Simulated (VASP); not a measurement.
# Li (Im-3m) in VASP: further runs, part 2 of 2

VASP 6.6.1.

## (4) Single point, r2SCAN

This run uses another cell than the first one, of 21.33 Å³/atom.

File POSCAR:

```
Li
1.0
   -1.7471744073      1.7471744073      1.7471744073
    1.7471744073     -1.7471744073      1.7471744073
    1.7471744073      1.7471744073     -1.7471744073
Li
1
Direct
    0.0000000000      0.0000000000      0.0000000000
```

File INCAR.step1:

```
  PREC = Accurate
  ENCUT = 830
  ISMEAR = 0
  SIGMA = 0.1
  LREAL = F
  LASPH = T
  NELM = 120
  NBANDS = 8
  GGA = PE
  ALGO = Normal
  EDIFF = 1E-5
  LWAVE = T
  LCHARG = F
  GGA_COMPAT = F
```

File INCAR.step2:

```
  PREC = Accurate
  ENCUT = 830
  EDIFF = 1E-6
  ISMEAR = 0
  SIGMA = 0.1
  LREAL = F
  LASPH = T
  NELM = 120
  ALGO = Normal
  ISIF = 2
  LWAVE = F
  LCHARG = F
  METAGGA = R2SCAN
  LMIXTAU = T
  NBANDS = 8
  ISTART = 1
  GGA_COMPAT = F
```

File KPOINTS:

```
regular mesh
0
Gamma
  7 7 7
```

Potentials or basis: VASP PAW PBE potentials, release 64 (Li_sv).

Command:

```bash
cat potpaw_PBE.64/Li_sv/POTCAR > POTCAR
cp INCAR.step1 INCAR
mpirun -np 1 vasp_std > vasp.out
cp INCAR.step2 INCAR
mpirun -np 1 vasp_std > vasp.out
```

OUTCAR:

```text
PREC = Accurate
   ENCUT = 830
   EDIFF = 1E-6
   ISMEAR = 0
   LREAL = F
   LASPH = T
   NELM = 120
   ISIF = 2
   METAGGA = R2SCAN
   ISTART = 1

 ion  position               nearest neighbor table
   1  0.000  0.000  0.000-

  LATTYP: Found a body centered cubic cell.
 ALAT       =     3.4943488146

  Lattice vectors:

 A1 = (  -1.7471744073,   1.7471744073,   1.7471744073)
 A2 = (   1.7471744073,  -1.7471744073,   1.7471744073)
 A3 = (   1.7471744073,   1.7471744073,  -1.7471744073)

Analysis of symmetry for initial positions (statically):
=====================================================================
 Subroutine PRICEL returns:
 Original cell was already a primitive cell.

 Routine SETGRP: Setting up the symmetry group for a
 body centered cubic supercell.

 Subroutine GETGRP returns: Found 48 space group operations
 (whereof 48 operations were pure point group operations)
 out of a pool of 48 trial point group operations.

The static configuration has the point symmetry O_h .

Analysis of symmetry for dynamics (positions and initial velocities):
=====================================================================
 Subroutine PRICEL returns:
 Original cell was already a primitive cell.

 Routine SETGRP: Setting up the symmetry group for a
 body centered cubic supercell.

 Subroutine GETGRP returns: Found 48 space group operations
 (whereof 48 operations were pure point group operations)
 out of a pool of 48 trial point group operations.

The dynamic configuration has the point symmetry O_h .

 Subroutine INISYM returns: Found 48 space group operations
 (whereof 48 operations are pure point group operations),
 and found     1 'primitive' translations

----------------------------------------------------------------------------------------

                                     Primitive cell

  volume of cell :      21.3338

  direct lattice vectors                    reciprocal lattice vectors
    -1.747174407  1.747174407  1.747174407     0.000000000  0.286176353  0.286176353
     1.747174407 -1.747174407  1.747174407     0.286176353  0.000000000  0.286176353
     1.747174407  1.747174407 -1.747174407     0.286176353  0.286176353  0.000000000

  length of vectors
     3.026194843  3.026194843  3.026194843     0.404714480  0.404714480  0.404714480

  position of ions in fractional coordinates (direct lattice)
     0.000000000  0.000000000  0.000000000

  ion indices of the primitive-cell ions
   primitive index   ion index
                 1           1

----------------------------------------------------------------------------------------

 KPOINTS: regular mesh

Automatic generation of k-mesh.
 Grid dimensions read from file:
 generate k-points for:    7    7    7

 Generating k-lattice:

  Cartesian coordinates                     Fractional coordinates (reciprocal lattice)
     0.000000000  0.040882336  0.040882336     0.142857143  0.000000000  0.000000000
     0.040882336  0.000000000  0.040882336     0.000000000  0.142857143  0.000000000
     0.040882336  0.040882336  0.000000000     0.000000000  0.000000000  0.142857143

  Length of vectors
     0.057816354  0.057816354  0.057816354

  Shift w.r.t. Gamma in fractional coordinates (k-lattice)
     0.000000000  0.000000000  0.000000000

 Subroutine IBZKPT returns following result:
 ===========================================

 Found     20 irreducible k-points:

 Following reciprocal coordinates:
            Coordinates               Weight
  0.000000  0.000000  0.000000      1.000000
  0.142857  0.000000  0.000000     12.000000
  0.285714  0.000000  0.000000     12.000000
  0.428571  0.000000  0.000000     12.000000
  0.142857  0.142857  0.000000     24.000000
  0.285714  0.142857  0.000000     48.000000
[... 12 lines left out ...]
 -0.428571 -0.428571  0.285714      8.000000
 -0.428571  0.428571  0.428571      6.000000
   k-points           NKPTS =     20   k-points in BZ     NKDIM =     20   number of bands    NBANDS=      8
   number of dos      NEDOS =    301   number of ions     NIONS =      1
   total plane-waves  NPLWV =  21952
   dimension x,y,z NGX =    28 NGY =   28 NGZ =   28
   dimension x,y,z NGXF=    56 NGYF=   56 NGZF=   56
   ions per type =               1
   NGX,Y,Z   is equivalent  to a cutoff of  15.38, 15.38, 15.38 a.u.
   NGXF,Y,Z  is equivalent  to a cutoff of  30.76, 30.76, 30.76 a.u.
 SYSTEM =  unknown system
   PREC   = accura    normal or accurate (medium, high low for compatibility)
   ISTART =      1    job   : 0-new  1-cont  2-samecut
   ICHARG =      0    charge: 1-file 2-atom 10-const
   ISPIN  =      1    spin polarized calculation?
   LNONCOLLINEAR =      F non collinear calculations
   LSORBIT =      F    spin-orbit coupling
   LASPH  =      T    aspherical Exc in radial PAW
   ENCUT  =  830.0 eV  61.00 Ry    7.81 a.u.   7.11  7.11  7.11*2*pi/ulx,y,z
   NELM   =    120;   NELMIN=  2; NELMDL=  0     # of ELM steps
   EDIFF  = 0.1E-05   stopping-criterion for ELM
   LREAL  =      F    real-space projection
   EDIFFG = 0.1E-04   stopping-criterion for IOM
   NSW    =      0    number of steps for IOM
   IBRION =     -1    ionic relax: 0-MD 1-quasi-New 2-CG
   NFREE  =      0    steps in history (QN), initial steepest desc. (CG)
   ISIF   =      2    stress and relaxation
   ISYM   =      2    0-nonsym 1-usesym 2-fastsym
   POTIM  = 0.5000    time-step for ionic-motion
   TEBEG  =    0.0;   TEEND  =   0.0 temperature during run
   PSTRESS=    0.0 pullay stress
   NELECT =       3.0000    total number of electrons
   NUPDOWN=      -1.0000    fix difference up-down
   EMIN   =  10.00;   EMAX   =-10.00  energy-range for DOS
   EFERMI =   0.00;   METHOD = LEGACY
   ISMEAR =     0;   SIGMA  =   0.10  broadening in eV -4-tet -1-fermi 0-gaus
   EFERMI_NEDOS =   21; number of points for ismear=-14 and -15
   IALGO  =     38    algorithm
   IMIX   =      4    mixing-type and parameters
     AMIX     =   0.40;   BMIX     =  1.00
     AMIX_MAG =   1.60;   BMIX_MAG =  1.00
  volume/ion in A,a.u.               =      21.33       143.97
  Fermi-wavevector in a.u.,A,eV,Ry     =   0.851319  1.608760  9.860741  0.724744
  Thomas-Fermi vector in A             =   1.967433
   LORBIT       =      0    0 simple, 1 ext, 2 COOP (PROOUT), +10 PAW based schemes
   METAGGA = R2SCAN    functional components
   LHFCALC =     F    Hartree Fock is set to
   AEXX    =    0.0000 exact exchange contribution
   IVDW    =     0    specifies the selected vdW correction
   LEPSILON=     F    determine dielectric tensor
   LRPA    =     F    only Hartree local field effects (RPA)
 non-spin polarized calculation
 Gauss-broadening in eV      SIGMA  =   0.10
  energy-cutoff  :      830.00
  volume of cell :       21.33
 maximum number of plane-waves:      1172
   NGX = 15   NGY = 15   NGZ = 15

 number of electron       3.0000000 magnetization

 Free energy of the ion-electron system (eV)
  ---------------------------------------------------
  ext. energy  EPLUGINS =         0.00000000
  ---------------------------------------------------
  free energy    TOTEN  =        -2.38589222 eV

  energy without entropy =       -2.38283336  energy(sigma->0) =       -2.38436279

 E-fermi :   0.4940     XC(G=0):  -7.3147

 val. band max:        0.4419498079   @ k =  -0.2857   0.4286   0.1429
 cond. band min:       0.7038456810   @ k =  -0.4286   0.4286   0.1429
 fundamental gap:      0.2618958731
 Fermi energy:         0.4940443794

 k-point     1 :       0.0000    0.0000    0.0000
  band No.  band energies     occupation
      1     -47.6835      2.00000
      2      -3.2929      2.00000
      3      16.2552      0.00000
      4      16.2552      0.00000
      5      16.2552      0.00000
      6      20.3966      0.00000
      7      20.3966      0.00000
      8      20.3966      0.00000
[... 199 lines left out ...]
 k-point    20 :      -0.4286    0.4286    0.4286
  band No.  band energies     occupation
      1     -47.6565      2.00000
      2       4.3644      0.00000
      3       6.6449      0.00000
      4       6.6449      0.00000
      5       8.7500      0.00000
      6      10.8163      0.00000
      7      15.0266      0.00000
      8      28.4686      0.00000

------------------------ aborting loop because EDIFF is reached ----------------------------------------

  FORCE on cell =-STRESS in cart. coord.  units (eV):
  Direction    XX          YY          ZZ          XY          YZ          ZX
  --------------------------------------------------------------------------------------
  -------------------------------------------------------------------------------------
  Total       -0.0396505     -0.0396505     -0.0396505      0.0000000      0.0000000     -0.0000000
  in kB       -2.9777665     -2.9777665     -2.9777665      0.0000000      0.0000000     -0.0000000
  external PRESSURE =      -2.9777665 kB  Pullay stress =       0.0000000 kB

 VOLUME and BASIS-vectors are now :
 -----------------------------------------------------------------------------
  energy-cutoff  :      830.00
  volume of cell :       21.33
      direct lattice vectors                 reciprocal lattice vectors
    -1.747174407  1.747174407  1.747174407     0.000000000  0.286176353  0.286176353
     1.747174407 -1.747174407  1.747174407     0.286176353  0.000000000  0.286176353
     1.747174407  1.747174407 -1.747174407     0.286176353  0.286176353  0.000000000

 POSITION                                       TOTAL-FORCE (eV/Angst)
 -----------------------------------------------------------------------------------
      0.00000      0.00000      0.00000        -0.000000      0.000000     -0.000000
 -----------------------------------------------------------------------------------
    total drift:                               -0.000000     -0.000000     -0.000000

  FREE ENERGIE OF THE ION-ELECTRON SYSTEM (eV)
  ---------------------------------------------------
  free  energy   TOTEN  =        -2.3858922249 eV

  energy  without entropy=       -2.3828333564  energy(sigma->0) =       -2.38436279
```

OSZICAR.step1:

```text
N       E                     dE             d eps       ncg     rms          rms(c)
DAV:   1     0.792201515414E+00    0.79220E+00   -0.89748E+02   320   0.334E+02
DAV:   2    -0.187339267584E+01   -0.26656E+01   -0.25952E+01   480   0.414E+01
DAV:   3    -0.190669435008E+01   -0.33302E-01   -0.33299E-01   352   0.454E+00
DAV:   4    -0.190713911341E+01   -0.44476E-03   -0.44475E-03   496   0.441E-01
DAV:   5    -0.190713956933E+01   -0.45592E-06   -0.45584E-06   352   0.167E-02    0.260E-01
DAV:   6    -0.190603604216E+01    0.11035E-02   -0.26439E-04   528   0.650E-02    0.147E-01
DAV:   7    -0.190549173167E+01    0.54431E-03   -0.60077E-04   472   0.102E-01    0.250E-02
DAV:   8    -0.190548960603E+01    0.21256E-05   -0.68417E-06   344   0.243E-02
   1 F= -.19054896E+01 E0= -.19039239E+01  d E =-.313147E-02
```

Run time: 45 s. Hardware: 1 thread of Intel Xeon 8259CL, shared host; peak memory 0.15 GiB.

What came out:

* Free energy: -2.3859 eV
* Pressure: -0.3 GPa
* Band gap on the k mesh: zero (an odd number of electrons rules out a gap without spin polarisation)

Caveat: the k points lie up to 0.36 Å⁻¹ apart, too coarse for converged energies and pressures of a metal; the PAW data sets were made with another functional, which shifts forces and pressure a little.

## (5) The runs side by side

| cell | gap on the mesh (eV) | pressure (GPa) |
| --- | --- | --- |
| a = 3.011 Å, angles 109.5°, 1 atom | none | -0.1 |
| a = 2.996 Å, angles 109.5°, 1 atom | none | 0.1 |
| a = 3.026 Å, angles 109.5°, 1 atom | none | -0.3 |

Alike in all rows: task single point; level r2SCAN; potentials or basis VASP PAW PBE potentials, release 64 (Li_sv); no spin polarisation; k mesh 7 × 7 × 7; cutoff (eV) 830; smearing gaussian 0.1 eV.

Caveats: all runs use coarse meshes; the PAW data sets were made with another functional, which shifts forces and pressure a little.

Absolute energies hang on the potentials; compare differences alone.

The gap in the log of VASP goes by the Fermi energy; the results here count the filled bands.